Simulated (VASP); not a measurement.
A run of VASP 6.6.1 is set up as follows.

File INCAR:

```
SYSTEM = KTaO3
ALGO = Normal
EDIFF = 1E-6
ENCUT = 520
GGA = PE
ISIF = 2
ISMEAR = 0
LASPH = .True.
LCHARG = .False.
LREAL = .False.
LWAVE = .False.
NBANDS = 49
NELM = 100
PREC = Accurate
SIGMA = 0.1
```

KPOINTS

```
k-points
0
Gamma
  4 4 2
  0 0 0
```

The input POSCAR:

```
KTaO3
1.0
    4.0395178900      0.0000000000      0.0000000000
    0.0000000000      4.0395178900      0.0000000000
    0.0000000000      0.0000000000      7.7717289400
K Ta O
2 2 6
Direct
    0.5000000000      0.5000000000      0.2788343400
    0.5000000000      0.5000000000      0.7211656600
    0.0000000000      0.0000000000      0.0000000000
    0.0000000000      0.0000000000      0.5000000000
    0.5000000000      0.0000000000      0.0000000000
    0.5000000000      0.0000000000      0.5000000000
    0.0000000000      0.5000000000      0.0000000000
    0.0000000000      0.5000000000      0.5000000000
    0.0000000000      0.0000000000      0.2376133300
    0.0000000000      0.0000000000      0.7623866700
```

Potentials or basis: VASP PAW PBE potentials, release 64 (K_sv, Ta_pv, O).

The run is started by

```sh
$ cat potpaw_PBE.64/K_sv/POTCAR potpaw_PBE.64/Ta_pv/POTCAR potpaw_PBE.64/O/POTCAR > POTCAR
$ mpirun -np 1 vasp_std > vasp.out
```

(1) What does it give for the largest force?

(2) Estimate the pressure.

(3) What does it give for the band gap on the k mesh?

## Answers

(1) 6.132 eV/Å.

(2) 9.6 GPa.

(3) 0.32 eV, indirect (least direct gap 1.11 eV).

Caveat: spin-orbit coupling is left out, which moves the levels of the heavy elements; forces of over 1 eV/Å act on the atoms, so gaps and moduli don't describe the material at rest.
